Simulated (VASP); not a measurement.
# TiO2 (fluorite type) (Fm-3m) in VASP: a series of runs, part 2 of 2

VASP 6.6.1. The steps go on from the part before.

## (4) Relaxation of cell and atoms, PBE, target pressure 170 GPa, at which the enthalpy is minimised

This run uses another cell than the first one, of 7.46 Å³/atom.

The input, INCAR:

```
PREC = Accurate
ENCUT = 600
EDIFF = 1E-6
ISMEAR = -1
SIGMA = 0.1
LREAL = False
LASPH = True
NELM = 100
ALGO = Normal
ISIF = 3
LWAVE = False
LCHARG = False
GGA = PE
IBRION = 2
NSW = 60
EDIFFG = -0.005
PSTRESS = 1700.0
```

The input, KPOINTS:

```
regular mesh
0
Gamma
  12 12 12
```

The input, POSCAR:

```
TiO2
1.0
    0.0000000000      2.2362208364      2.2362208364
    2.2362208364      0.0000000000      2.2362208364
    2.2362208364      2.2362208364      0.0000000000
Ti O
1 2
Direct
    0.0000000000      0.0000000000      0.0000000000
    0.2500000000      0.2500000000      0.2500000000
    0.7500000000      0.7500000000      0.7500000000
```

Potentials or basis: VASP PAW PBE potentials, release 64 (Ti_sv, O).

On the command line:

```
$ cat potpaw_PBE.64/Ti_sv/POTCAR potpaw_PBE.64/O/POTCAR > POTCAR
$ mpirun -np 1 vasp_std > vasp.out
```

OUTCAR:

```text
PREC = Accurate
   ENCUT = 600
   EDIFF = 1E-6
   ISMEAR = -1
   LREAL = False
   LASPH = True
   NELM = 100
   ISIF = 3
   GGA = PE
   IBRION = 2
   NSW = 60
   EDIFFG = -0.005
   PSTRESS = 1700.0

 ion  position               nearest neighbor table
   1  0.000  0.000  0.000-   2 1.94   3 1.94   3 1.94   3 1.94   3 1.94   2 1.94   2 1.94   2 1.94

   2  0.250  0.250  0.250-   1 1.94   1 1.94   1 1.94   1 1.94
   3  0.750  0.750  0.750-   1 1.94   1 1.94   1 1.94   1 1.94

  LATTYP: Found a face centered cubic cell.
 ALAT       =     4.4724416728

  Lattice vectors:

 A1 = (   0.0000000000,   2.2362208364,   2.2362208364)
 A2 = (   2.2362208364,   0.0000000000,   2.2362208364)
 A3 = (   2.2362208364,   2.2362208364,   0.0000000000)

Analysis of symmetry for initial positions (statically):
=====================================================================
 Subroutine PRICEL returns:
 Original cell was already a primitive cell.

 Routine SETGRP: Setting up the symmetry group for a
 face centered cubic supercell.

 Subroutine GETGRP returns: Found 48 space group operations
 (whereof 48 operations were pure point group operations)
 out of a pool of 48 trial point group operations.

The static configuration has the point symmetry O_h .

Analysis of symmetry for dynamics (positions and initial velocities):
=====================================================================
 Subroutine PRICEL returns:
 Original cell was already a primitive cell.

 Routine SETGRP: Setting up the symmetry group for a
 face centered cubic supercell.

 Subroutine GETGRP returns: Found 48 space group operations
 (whereof 48 operations were pure point group operations)
 out of a pool of 48 trial point group operations.

The dynamic configuration has the point symmetry O_h .

 Subroutine INISYM returns: Found 48 space group operations
[... 137 lines left out ...]

--------------------------------------- Ionic step        1  -------------------------------------------

 number of electron      23.9999997 magnetization

 Free energy of the ion-electron system (eV)
  ---------------------------------------------------
  ext. energy  EPLUGINS =         0.00000000
  ---------------------------------------------------
  free energy    TOTEN  =       -24.60140036 eV

  energy without entropy =      -24.60134725  energy(sigma->0) =      -24.60137380

------------------------ aborting loop because EDIFF is reached ----------------------------------------

  FORCE on cell =-STRESS in cart. coord.  units (eV):
  Direction    XX          YY          ZZ          XY          YZ          ZX
  --------------------------------------------------------------------------------------
  -------------------------------------------------------------------------------------
  Total       13.2023927     13.2023927     13.2023927      0.0000000      0.0000000      0.0000000
  in kB      945.7779074    945.7779074    945.7779074      0.0000000      0.0000000      0.0000000
  external PRESSURE =    -754.2220926 kB  Pullay stress =    1700.0000000 kB
[... 100 lines left out ...]
  energy  without entropy=      -23.2393065213  energy(sigma->0) =      -23.23932574

  enthalpy is  TOTEN    =        -1.4108190947 eV   P V=       21.8285258706

[... ionic steps 4 to 15 ...]

--------------------------------------- Ionic step       16  -------------------------------------------

 number of electron      24.0000004 magnetization

------------------------ aborting loop because EDIFF is reached ----------------------------------------
[... 73 lines left out ...]
--------------------------------------- Ionic step       18  -------------------------------------------

 number of electron      24.0000004 magnetization

 Free energy of the ion-electron system (eV)
  ---------------------------------------------------
  ext. energy  EPLUGINS =         0.00000000
  ---------------------------------------------------
  free energy    TOTEN  =       -22.80143378 eV

  energy without entropy =      -22.80139738  energy(sigma->0) =      -22.80141558

 E-fermi :  12.6490     XC(G=0): -14.0927

 val. band max:       11.9979116603   @ k =   0.5000   0.5000   0.0000
 cond. band min:      13.2502300946   @ k =   0.0000   0.0000   0.0000
 fundamental gap:      1.2523184342
 Fermi energy:        12.6489871141

 k-point     1 :       0.0000    0.0000    0.0000
  band No.  band energies     occupation
      1     -45.2466      2.00000
      2     -21.2883      2.00000
      3     -21.2883      2.00000
      4     -21.2883      2.00000
      5     -10.2286      2.00000
      6      -4.2296      2.00000
[... 433 lines left out ...]
      3     -21.6018      2.00000
      4     -21.4307      2.00000
      5      -7.7276      2.00000
      6      -6.3247      2.00000
[... 8 lines left out ...]
     15      16.9491      0.00000
     16      18.6790      0.00000

 [... further k-points ...]

------------------------ aborting loop because EDIFF is reached ----------------------------------------

  FORCE on cell =-STRESS in cart. coord.  units (eV):
  Direction    XX          YY          ZZ          XY          YZ          ZX
  --------------------------------------------------------------------------------------
  -------------------------------------------------------------------------------------
  Total       21.3642057     21.3642057     21.3642057      0.0000000      0.0000000      0.0000000
  in kB     1699.8344068   1699.8344068   1699.8344068      0.0000000      0.0000000      0.0000000
  external PRESSURE =      -0.1655932 kB  Pullay stress =    1700.0000000 kB
[... 22 lines left out ...]
  energy  without entropy=      -22.8013973767  energy(sigma->0) =      -22.80141558

  enthalpy is  TOTEN    =        -1.4351468649 eV   P V=       21.3662869166

 reached required accuracy - stopping structural energy minimisation
```

It took 9.8 min on 1 thread of Intel Xeon 8259CL, shared host; peak memory 0.19 GiB.

What came out:

* Free energy: -22.8014 eV
* Relaxed volume: 6.71 Å³/atom
* Relaxed cell: a = 3.054 Å, b = 3.054 Å, c = 3.054 Å, α = 60.00°, β = 60.00°, γ = 60.00°
* Space group after relaxing (to 0.1 Å): Fm-3m (No. 225)
* Energy change on relaxing (the run minimises the enthalpy): +600.0 meV/atom
* Ionic steps: 18
* Pressure after relaxing: 170.0 GPa
* Band gap on the k mesh: 1.25 eV (least direct gap 2.43 eV)

Step by step:
| step | energy change (eV) | largest force (eV/Å) | pressure (GPa) | volume (Å³) |
| --- | --- | --- | --- | --- |
| 1 | 0.0000 | 0.0000 | 94.58 | 22.37 |
| 2 | 22.6544 | 0.0000 | 963.32 | 12.82 |
| 3 | 1.3621 | 0.0000 | 152.51 | 20.57 |
| 4 | 1.6647 | 0.0000 | 164.58 | 20.27 |
| 5 | 1.8025 | 0.0000 | 170.18 | 20.13 |
| 6 | 1.7570 | 0.0000 | 168.24 | 20.18 |
| 7 | 1.7611 | 0.0000 | 168.40 | 20.17 |
| 8 | 1.7731 | 0.0000 | 168.80 | 20.16 |
| 9 | 1.7733 | 0.0000 | 168.82 | 20.16 |
| 10 | 1.7739 | 0.0000 | 168.88 | 20.16 |
| 11 | 1.7751 | 0.0000 | 168.91 | 20.16 |
| 12 | 1.7775 | 0.0000 | 169.04 | 20.16 |
| 13 | 1.7823 | 0.0000 | 169.21 | 20.15 |
| 14 | 1.7919 | 0.0000 | 169.56 | 20.14 |
| 15 | 1.8112 | 0.0000 | 170.24 | 20.13 |
| 16 | 1.8045 | 0.0000 | 170.15 | 20.13 |
| 17 | 1.7960 | 0.0000 | 169.87 | 20.14 |
| 18 | 1.8000 | 0.0000 | 169.98 | 20.14 |

Final structure:
```
Ti O
1.0
     0.00000    2.15934    2.15934
     2.15934    0.00000    2.15934
     2.15934    2.15934    0.00000
Ti O
1 2
Direct
  0.00000 0.00000 0.00000
  0.25000 0.25000 0.25000
  0.75000 0.75000 0.75000
```

Caveat: the cell is relaxed towards a set pressure, so the run minimises the enthalpy, not the energy. A k mesh can miss the band edges.

## (5) The runs side by side

| task | cell | cutoff (eV) | gap on the mesh (eV) | pressure (GPa) |
| --- | --- | --- | --- | --- |
| single point | a = 3.052 Å, angles 60.0°, 3 atoms | 520 | 1.25 | 171.9 |
| relaxation of cell and atoms | relaxed to 170 GPa from a = 3.052 Å, angles 60.0°, 3 atoms | 600 | 1.25 | 170.0 |
| relaxation of cell and atoms | relaxed to 170 GPa from a = 3.162 Å, angles 60.0°, 3 atoms | 600 | 1.25 | 170.0 |

Alike in all rows: level PBE; potentials or basis VASP PAW PBE potentials, release 64 (Ti_sv, O); no spin polarisation; k mesh 12 × 12 × 12; smearing fermi-dirac 0.1 eV.

Caveats: the cell is relaxed towards a set pressure, so the run minimises the enthalpy, not the energy (at least some runs); the cell stands under pressure (at least some runs).

Absolute energies hang on the potentials; compare differences alone.
